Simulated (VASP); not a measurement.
# Be in VASP: notebook

Be is run at these levels: PBE; tasks: single point, relaxation of cell and atoms.

Program: VASP 6.6.1. These are calculated values, not measurements. Logs are shortened: lines on timing, memory, paths and dates and some standing lists are left out, and cuts for length are marked.

**1. The cell of the first run**

The typed cell holds 4 atoms: a = 2.218 Å, b = 3.891 Å, c = 3.891 Å, α = 69.79°, β = 90.00°, γ = 90.00°.

**2. Single point, PBE**

INCAR

```
ALGO = Fast
EDIFF = 1E-6
ENCUT = 520
GGA = PE
ISIF = 2
ISMEAR = 0
LASPH = T
LCHARG = T
LELF = T
LREAL = F
LVHAR = T
LWAVE = F
NBANDS = 12
NELM = 80
PREC = Accurate
SIGMA = 0.2
```

KPOINTS

```
k-points
0
Gamma
  8 6 6
```

POSCAR

```
Be
1.0
    0.0019043047      0.0009545272      2.2182787221
    3.8305464315      0.6807549400     -0.0037247041
    0.6842880033      3.8300611914     -0.0020233772
Be
4
Direct
    0.2500922108     -0.0000151630      0.0000170595
    0.7499608834      0.0000218238      0.5000380772
    0.7499840815      0.4999898828     -0.0000239581
    0.2499628243      0.5000034564      0.4999688214
```

Potentials or basis: VASP PAW PBE potentials, release 64 (Be).

Started as:

```sh
$ cat potpaw_PBE.64/Be/POTCAR > POTCAR
$ mpirun -np 1 vasp_std > vasp.out
```

OUTCAR:

```text
EDIFF = 1E-6
   ENCUT = 520
   GGA = PE
   ISIF = 2
   ISMEAR = 0
   LASPH = T
   LREAL = F
   NELM = 80
   PREC = Accurate

 ion  position               nearest neighbor table
   1  0.250  1.000  0.000-   4 2.23   4 2.23   2 2.24   3 2.24   3 2.24   2 2.24   3 2.24   3 2.24
                             2 2.24   2 2.24
   2  0.750  0.000  0.500-   3 2.23   3 2.23   1 2.24   4 2.24   4 2.24   1 2.24   4 2.24   1 2.24
                             4 2.24   1 2.24
   3  0.750  0.500  1.000-   2 2.23   2 2.23   1 2.24   1 2.24   4 2.24   4 2.24   4 2.24   1 2.24
                             1 2.24   4 2.24
   4  0.250  0.500  0.500-   1 2.23   1 2.23   2 2.24   2 2.24   3 2.24   3 2.24   3 2.24   2 2.24
                             3 2.24   2 2.24

  LATTYP: Found a simple monoclinic cell.
 ALAT       =     6.3821019410
 B/A-ratio  =     0.3475782376
 C/A-ratio  =     1.5399976730
 COS(beta)  =    -0.9740187112

  Lattice vectors:

 A1 = (   4.5148344348,   4.5108161314,  -0.0057480813)
 A2 = (  -0.0019043047,  -0.0009545272,  -2.2182787221)
 A3 = (  -8.3453808663,  -5.1915710714,   0.0094727854)

Analysis of symmetry for initial positions (statically):
=====================================================================
 Subroutine PRICEL returns:
 Original cell was already a primitive cell.

 Routine SETGRP: Setting up the symmetry group for a
 simple monoclinic supercell.

 Subroutine GETGRP returns: Found  1 space group operations
 (whereof  1 operations were pure point group operations)
 out of a pool of  4 trial point group operations.

The static configuration has the point symmetry C_1 .

Analysis of symmetry for dynamics (positions and initial velocities):
=====================================================================
 Subroutine PRICEL returns:
 Original cell was already a primitive cell.

 Routine SETGRP: Setting up the symmetry group for a
 simple monoclinic supercell.

 Subroutine GETGRP returns: Found  1 space group operations
 (whereof  1 operations were pure point group operations)
 out of a pool of  4 trial point group operations.

The dynamic configuration has the point symmetry C_1 .

 Subroutine INISYM returns: Found  1 space group operations
 (whereof  1 operations are pure point group operations),
 and found     1 'primitive' translations

----------------------------------------------------------------------------------------

                                     Primitive cell

  volume of cell :      31.5116

  direct lattice vectors                    reciprocal lattice vectors
     0.001904305  0.000954527  2.218278722     0.000409006  0.000165078  0.450799556
     3.830546432  0.680754940 -0.003724704     0.269619995 -0.048171072 -0.000210730
     0.684288003  3.830061191 -0.002023377    -0.047922350  0.269654318 -0.000074893

  length of vectors
     2.218279745  3.890568998  3.890709819     0.450799772  0.273889464  0.273879551

  position of ions in fractional coordinates (direct lattice)
     0.250092211  0.999984837  0.000017060
     0.749960883  0.000021824  0.500038077
     0.749984082  0.499989883  0.999976042
     0.249962824  0.500003456  0.499968821

  ion indices of the primitive-cell ions
   primitive index   ion index
                 1           1
                 2           2
                 3           3
                 4           4

----------------------------------------------------------------------------------------

 KPOINTS: k-points

Automatic generation of k-mesh.
 Grid dimensions read from file:
 generate k-points for:    8    6    6

 Generating k-lattice:

  Cartesian coordinates                     Fractional coordinates (reciprocal lattice)
     0.000051126  0.000020635  0.056349945     0.125000000  0.000000000  0.000000000
     0.044936666 -0.008028512 -0.000035122     0.000000000  0.166666667 -0.000000000
    -0.007987058  0.044942386 -0.000012482    -0.000000000  0.000000000  0.166666667

  Length of vectors
     0.056349972  0.045648244  0.045646592

  Shift w.r.t. Gamma in fractional coordinates (k-lattice)
     0.000000000  0.000000000  0.000000000

 Subroutine IBZKPT returns following result:
 ===========================================

 Found    148 irreducible k-points:

 Following reciprocal coordinates:
            Coordinates               Weight
  0.000000  0.000000  0.000000      1.000000
  0.125000 -0.000000  0.000000      2.000000
  0.250000 -0.000000  0.000000      2.000000
  0.375000  0.000000  0.000000      2.000000
  0.500000 -0.000000  0.000000      1.000000
  0.000000  0.166667 -0.000000      2.000000
[... 16 lines left out ...]
 -0.000000 -0.000000  0.333333      2.000000
  0.125000  0.333333  0.000000      2.000000
 [... further k-points ...]
   k-points           NKPTS =    148   k-points in BZ     NKDIM =    148   number of bands    NBANDS=     12
   number of dos      NEDOS =    301   number of ions     NIONS =      4
   total plane-waves  NPLWV =  14400
   dimension x,y,z NGX =    16 NGY =   30 NGZ =   30
   dimension x,y,z NGXF=    32 NGYF=   60 NGZF=   60
   ions per type =               4
   NGX,Y,Z   is equivalent  to a cutoff of  11.99, 12.82, 12.82 a.u.
   NGXF,Y,Z  is equivalent  to a cutoff of  23.98, 25.64, 25.64 a.u.
 SYSTEM =  unknown system
   PREC   = accura    normal or accurate (medium, high low for compatibility)
   ISTART =      0    job   : 0-new  1-cont  2-samecut
   ICHARG =      2    charge: 1-file 2-atom 10-const
   ISPIN  =      1    spin polarized calculation?
   LNONCOLLINEAR =      F non collinear calculations
   LSORBIT =      F    spin-orbit coupling
   LASPH  =      T    aspherical Exc in radial PAW
   ENCUT  =  520.0 eV  38.22 Ry    6.18 a.u.   4.12  7.23  7.23*2*pi/ulx,y,z
   NELM   =     80;   NELMIN=  2; NELMDL= -5     # of ELM steps
   EDIFF  = 0.1E-05   stopping-criterion for ELM
   LREAL  =      F    real-space projection
[... 7 lines left out ...]
   TEBEG  =    0.0;   TEEND  =   0.0 temperature during run
   PSTRESS=    0.0 pullay stress
   NELECT =       8.0000    total number of electrons
   NUPDOWN=      -1.0000    fix difference up-down
   EMIN   =  10.00;   EMAX   =-10.00  energy-range for DOS
   EFERMI =   0.00;   METHOD = LEGACY
   ISMEAR =     0;   SIGMA  =   0.20  broadening in eV -4-tet -1-fermi 0-gaus
   EFERMI_NEDOS =   21; number of points for ismear=-14 and -15
   IALGO  =     68    algorithm
   IMIX   =      4    mixing-type and parameters
     AMIX     =   0.40;   BMIX     =  1.00
     AMIX_MAG =   1.60;   BMIX_MAG =  1.00
  volume/ion in A,a.u.               =       7.88        53.16
  Fermi-wavevector in a.u.,A,eV,Ry     =   1.036609  1.958907 14.620246  1.074558
  Thomas-Fermi vector in A             =   2.171008
   LORBIT       =      0    0 simple, 1 ext, 2 COOP (PROOUT), +10 PAW based schemes
   GGA     = PE    functional components
   LHFCALC =     F    Hartree Fock is set to
   AEXX    =    0.0000 exact exchange contribution
   IVDW    =     0    specifies the selected vdW correction
   LEPSILON=     F    determine dielectric tensor
   LRPA    =     F    only Hartree local field effects (RPA)
 non-spin polarized calculation
 RMM-DIIS sequential band-by-band and
 Gauss-broadening in eV      SIGMA  =   0.20
  energy-cutoff  :      520.00
  volume of cell :       31.51
 maximum number of plane-waves:       870
   NGX =  9   NGY = 15   NGZ = 15

 number of electron       8.0000000 magnetization

 Free energy of the ion-electron system (eV)
  ---------------------------------------------------
  ext. energy  EPLUGINS =         0.00000000
  ---------------------------------------------------
  free energy    TOTEN  =       -14.76696015 eV

  energy without entropy =      -14.76032435  energy(sigma->0) =      -14.76364225

 E-fermi :   7.5645     XC(G=0): -10.6219

 val. band max:        7.5346623082   @ k =   0.0000   0.0000   0.0000
 cond. band min:       7.5919423521   @ k =   0.5000   0.5000   0.5000
 fundamental gap:      0.0572800440
 Fermi energy:         7.5644536116

 k-point     1 :       0.0000    0.0000    0.0000
  band No.  band energies     occupation
      1      -4.3205      2.00000
      2       2.2491      2.00000
      3       2.2495      2.00000
      4       4.6629      2.00000
      5       7.5338      1.17182
      6       7.5347      1.16684
      7      11.1039      0.00000
      8      17.2588      0.00000
      9      17.4279      0.00000
     10      22.9800      0.00000
     11      23.8317      0.00000
     12      23.8546      0.00000

 k-point     2 :       0.1250   -0.0000    0.0000
  band No.  band energies     occupation
      1      -3.9702      2.00000
      2       2.7085      2.00000
      3       2.7090      2.00000
      4       5.1257      2.00000
      5       7.6593      0.50241
      6       7.6602      0.49848
      7      10.7140      0.00000
      8      14.9087      0.00000
      9      17.6800      0.00000
     10      22.4711      0.00000
     11      22.4817      0.00000
     12      22.8143      0.00000

 k-point     3 :       0.2500   -0.0000    0.0000
  band No.  band energies     occupation
      1      -2.9178      2.00000
      2       4.0785      2.00000
      3       4.0790      2.00000
      4       6.5109      2.00000
      5       7.9860      0.00288
      6       7.9867      0.00283
      7       8.0500      0.00060
      8      14.0137      0.00000
      9      18.4025      0.00000
     10      18.4030      0.00000
     11      18.9225      0.00000
     12      20.3458      0.00000
[... 286 lines left out ...]
 k-point    23 :      -0.0000   -0.0000    0.3333
  band No.  band energies     occupation
      1      -3.4016      2.00000
      2      -0.6955      2.00000
      3       2.6065      2.00000
      4       3.6852      2.00000
      5       8.7734      0.00000
      6      11.8393      0.00000
      7      12.5799      0.00000
      8      15.2628      0.00000
      9      18.5301      0.00000
     10      20.3946      0.00000
     11      21.1122      0.00000
     12      21.5945      0.00000

 k-point    24 :       0.1250    0.3333    0.0000
  band No.  band energies     occupation
      1      -3.0479      2.00000
      2      -0.3223      2.00000
      3       3.0355      2.00000
      4       4.0827      2.00000
      5       8.8631      0.00000
      6      12.1269      0.00000
      7      12.7575      0.00000
      8      13.6123      0.00000
      9      18.1728      0.00000
     10      18.9523      0.00000
     11      20.7754      0.00000
     12      21.0402      0.00000

 [... further k-points ...]

------------------------ aborting loop because EDIFF is reached ----------------------------------------

  FORCE on cell =-STRESS in cart. coord.  units (eV):
  Direction    XX          YY          ZZ          XY          YZ          ZX
  --------------------------------------------------------------------------------------
  -------------------------------------------------------------------------------------
  Total        0.0328222      0.0309114      0.0274747      0.0150155     -0.0012705      0.0007915
  in kB        1.6688170      1.5716612      1.3969264      0.7634521     -0.0645967      0.0402423
  external PRESSURE =       1.5458015 kB  Pullay stress =       0.0000000 kB

 VOLUME and BASIS-vectors are now :
 -----------------------------------------------------------------------------
  energy-cutoff  :      520.00
  volume of cell :       31.51
      direct lattice vectors                 reciprocal lattice vectors
     0.001904305  0.000954527  2.218278722     0.000409006  0.000165078  0.450799556
     3.830546432  0.680754940 -0.003724704     0.269619995 -0.048171072 -0.000210730
     0.684288003  3.830061191 -0.002023377    -0.047922350  0.269654318 -0.000074893

 POSITION                                       TOTAL-FORCE (eV/Angst)
 -----------------------------------------------------------------------------------
      3.83098      0.68105      0.55105         0.000394     -0.000157     -0.001528
      0.34368      1.91591      1.66261        -0.000920     -0.001310      0.000814
      2.60093      4.17106      1.65979         0.000279      0.000578      0.000498
      2.25789      2.25553      0.55161         0.000247      0.000889      0.000217
 -----------------------------------------------------------------------------------
    total drift:                                0.000000      0.000000      0.000000

  FREE ENERGIE OF THE ION-ELECTRON SYSTEM (eV)
  ---------------------------------------------------
  free  energy   TOTEN  =       -14.7669601469 eV

  energy  without entropy=      -14.7603243480  energy(sigma->0) =      -14.76364225
```

It took 19 s on 1 thread of AMD EPYC 9R45 (Zen 5), shared host; peak memory 0.13 GiB.

What came out:

| Property | Result |
| --- | --- |
| Free energy | -14.7670 eV |
| Pressure | 0.2 GPa |
| Band gap on the k mesh | zero (band 4 reaches 8.53 eV, above the bottom of band 5 at 7.53 eV) |

Stress tensor (GPa, compression positive):
```
 0.17  0.08  0.00
 0.08  0.16 -0.01
 0.00 -0.01  0.14
```

Levels at points of the mesh, in eV from the Fermi level:
```csv
k point,band 2,band 3,band 4,band 5,band 6,band 7
"(0.00, 0.00, 0.00)",-5.32,-5.31,-2.90,-0.03,-0.03,3.54
"(0.50, 0.00, 0.00)",-6.26,0.96,0.96,1.00,1.00,3.23
"(0.00, 0.50, 0.00)",-9.82,-4.50,-4.50,2.68,2.68,9.12
"(0.00, 0.00, 0.50)",-9.82,-4.50,-4.50,2.68,2.68,9.12
"(0.50, 0.50, 0.00)",-4.33,-4.33,-4.33,2.62,2.62,2.62
"(0.50, 0.00, 0.50)",-4.33,-4.33,-4.33,2.62,2.62,2.62
"(0.00, 0.50, 0.50)",-9.16,-6.29,-6.29,4.38,4.38,9.39
"(0.50, 0.50, 0.50)",-5.29,-2.57,-2.57,0.03,0.03,3.97
```

**3. Relaxation of cell and atoms, PBE**

This run uses another cell than the first one: it holds 1 atom, not 4.

INCAR

```
SYSTEM = Be
PREC = Accurate ; ENCUT = 600
EDIFF = 1E-7 ; ISMEAR = 0
SIGMA = 0.1 ; LREAL = .False.
LASPH = .True. ; NELM = 80
ALGO = Normal ; ISIF = 3
LWAVE = .False. ; LCHARG = .False.
GGA = PE ; IBRION = 2
NSW = 100 ; EDIFFG = -0.01
```

KPOINTS

```
regular mesh
0
Gamma
  30 30 30
  0 0 0
```

POSCAR

```
Be
1.0
    0.0000000000      1.5779135939      1.5779135939
    1.5779135939      0.0000000000      1.5779135939
    1.5779135939      1.5779135939      0.0000000000
Be
1
Direct
    0.0000000000      0.0000000000      0.0000000000
```

Potentials or basis: VASP PAW PBE potentials, release 64 (Be).

Started as:

```sh
$ cat potpaw_PBE.64/Be/POTCAR > POTCAR
$ mpirun -np 1 vasp_std > vasp.out
```

Wall time 22 s (1 thread of AMD EPYC 9R45 (Zen 5), shared host); peak memory 0.12 GiB.

The run converged. Its results:

```
Free energy                            : -3.6861 eV
Relaxed volume                         : 7.87 Å³/atom
Relaxed cell                           : a = 2.233 Å, b = 2.233 Å, c = 2.233 Å, α = 60.00°, β = 60.00°, γ = 60.00°
Space group after relaxing (to 0.05 Å) : Fm-3m (No. 225)
Energy gained by relaxing              : 0.0 meV/atom
Ionic steps                            : 2
Pressure after relaxing                : 0.0 GPa
Band gap on the k mesh                 : zero (band 1 reaches 8.19 eV, above the bottom of band 2 at 7.49 eV)
```

Final structure:
```xyz
1
Lattice="0.0000 1.5789 1.5789 1.5789 0.0000 1.5789 1.5789 1.5789 0.0000" Properties=species:S:1:pos:R:3 pbc="T T T"
Be    1.5789    1.5789    0.0000
```

Levels at points of the mesh, in eV from the Fermi level:
```
           k point  band 1  band 2  band 3  band 4  band 5
(0.00, 0.00, 0.00)  -11.89   19.43   19.43   19.43   29.10
(0.50, 0.00, 0.00)   -5.31    0.00   16.49   16.49   26.24
(0.50, 0.50, 0.00)   -2.68    3.83    9.52    9.52   15.16
```
